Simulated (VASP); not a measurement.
MoSe: single point with PBE-based screened hybrid with 25 % exact exchange

Crystal: MoSe.

```
Mo Se
1.0
     0.00000    2.89288    2.89288
     2.89288    0.00000    2.89288
     2.89288    2.89288    0.00000
Mo Se
1 1
Direct
  0.00000 0.00000 0.00000
  0.50000 0.50000 0.50000
```

```
Program             : VASP 6.6.1
Task                : single point
Functional          : PBE-based screened hybrid with 25 % exact exchange
Potentials or basis : VASP PAW PBE potentials, release 64 (Mo_sv, Se)
Cutoff              : 520 eV
k mesh              : 4 × 4 × 4
Occupations         : fermi-dirac, width 0.05 eV
Spin                : no spin polarisation
```

- Pressure: -23.0 GPa
- Band gap on the k mesh: zero (bands 10 and 11 overlap by 1.34 eV)

Levels at points of the mesh, in eV from the Fermi level:
```csv
k point,band 6,band 7,band 8,band 9,band 10,band 11,band 12,band 13,band 14,band 15
"(0.00, 0.00, 0.00)",-2.28,-2.28,-2.28,-1.34,-1.34,-1.34,-0.71,-0.71,1.12,8.67
"(0.50, 0.00, 0.00)",-6.47,-4.44,-4.44,-0.16,-0.16,0.21,2.77,3.34,3.34,6.10
"(0.50, 0.50, 0.00)",-5.31,-3.45,-3.45,-2.34,-0.15,0.20,0.20,1.00,1.89,8.19
```

Wall time 4.4 min on 1 thread of Intel(R) Xeon(R) 6975P-C (Granite Rapids), on a shared host, peak memory 0.27 GiB.

Caveat: the k points lie up to 0.47 Å⁻¹ apart, too coarse for converged energies and pressures of a metal; the PAW data sets were made with another functional, which shifts forces and pressure a little.
